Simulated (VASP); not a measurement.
Crystal: CdHg3Se4.

```
CELL_PARAMETERS angstrom
-3.00984 3.00984 6.01968
3.00984 -3.00984 6.01968
3.00984 3.00984 -6.01968
ATOMIC_POSITIONS crystal
Cd 0.50000 0.50000 0.00000
Hg 0.00000 0.00000 0.00000
Hg 0.75000 0.25000 0.50000
Hg 0.25000 0.75000 0.50000
Se 0.37500 0.37500 0.50000
Se 0.12500 0.62500 0.00000
Se 0.87500 0.87500 0.50000
Se 0.62500 0.12500 0.00000
```

```yaml
Program: VASP 6.6.1
Task: relaxation of cell and atoms
Functional: PBE
Potentials_or_basis: VASP PAW PBE potentials, release 64 (Cd, Hg, Se)
Cutoff: 600 eV
k_mesh: 4 × 4 × 4
Occupations: gaussian, width 0.1 eV
Spin: no spin polarisation
```

At the start: pressure 6.6 GPa; volume 27.27 Å³/atom.

Task: Where does the relaxation end?

Result: Over 6 steps the energy falls by 61.6 meV/atom and the volume is 30.63 Å³/atom (+12.3 %); space group I-42m (No. 121, to 0.1 Å) before and after.

Step by step:
| step | energy change (eV) | largest force (eV/Å) | pressure (GPa) | volume (Å³) |
| --- | --- | --- | --- | --- |
| 1 | 0.0000 | 0.1665 | 6.61 | 218.13 |
| 2 | -0.4321 | 0.0472 | -1.68 | 255.58 |
| 3 | -0.4912 | 0.0688 | 0.02 | 244.59 |
| 4 | -0.4911 | 0.0676 | -0.08 | 245.14 |
| 5 | -0.4919 | 0.0460 | -0.07 | 245.11 |
| 6 | -0.4925 | 0.0030 | -0.06 | 245.05 |

Final structure:
```
CELL_PARAMETERS angstrom
-3.12863 3.12863 6.25882
3.12863 -3.12863 6.25882
3.12863 3.12863 -6.25882
ATOMIC_POSITIONS crystal
Cd 0.50000 0.50000 0.00000
Hg 0.00000 0.00000 0.00000
Hg 0.75000 0.25000 0.50000
Hg 0.25000 0.75000 0.50000
Se 0.37572 0.37572 0.50297
Se 0.12725 0.62428 0.00000
Se 0.87275 0.87275 0.49703
Se 0.62428 0.12725 0.00000
```
